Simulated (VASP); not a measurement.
A run of VASP 6.6.1 is set up as follows.

INCAR

```
  PREC = Accurate
  ENCUT = 520
  EDIFF = 1E-7
  ISMEAR = 0
  SIGMA = 0.03
  LREAL = False
  LASPH = True
  NELM = 100
  ALGO = Normal
  ISIF = 2
  LWAVE = False
  LCHARG = False
  GGA = PS
  NBANDS = 26
```

File KPOINTS:

```
Automatic mesh
0
Gamma
  10 10 4
```

Contents of POSCAR:

```
Si
1.0
    0.0000000000      0.0000000000      3.8373624245
    3.3221878745     -3.3221878745     -1.9186812122
    6.6443757490      6.6443757490      0.0000000000
Si
8
Direct
   -0.0165918968      0.0000000000      0.1787304307
    0.4870924679      0.0000000000      0.6787304307
    0.4870924679      0.0000000000      0.3212695693
   -0.0165918968      0.0000000000      0.8212695693
    0.8129826273      0.6425391386      0.0000000000
    0.3590559402      0.6425391386      0.5000000000
    0.1704434887      0.3574608614      0.0000000000
    0.7165168016      0.3574608614      0.5000000000
```

Potentials or basis: VASP PAW PBE potentials, release 64 (Si).

Command:

```console
$ cat potpaw_PBE.64/Si/POTCAR > POTCAR
$ mpirun -np 1 vasp_std > vasp.out
```

**Question.** What does it give for the largest force?

**Answer.** 0.264 eV/Å.

**Question.** Estimate the band gap on the k mesh.

**Answer.** 0.13 eV.

**Question.** Predict the pressure.

**Answer.** -0.1 GPa.

Forces on the atoms (eV/Å):
```
Si  -0.007 -0.007  0.122
Si  -0.054 -0.054  0.103
Si   0.054  0.054  0.103
Si   0.007  0.007  0.122
Si   0.000  0.000  0.027
Si   0.055 -0.055 -0.252
Si   0.000  0.000  0.027
Si  -0.055  0.055 -0.252
```

Caveat: the cell differs from its parent crystal (mode 4 frozen in at -0.088 Å and mode 7 at -0.057 Å (largest displacements)); the PAW data sets were made with another functional, which shifts forces and pressure a little. A k mesh can miss the band edges.
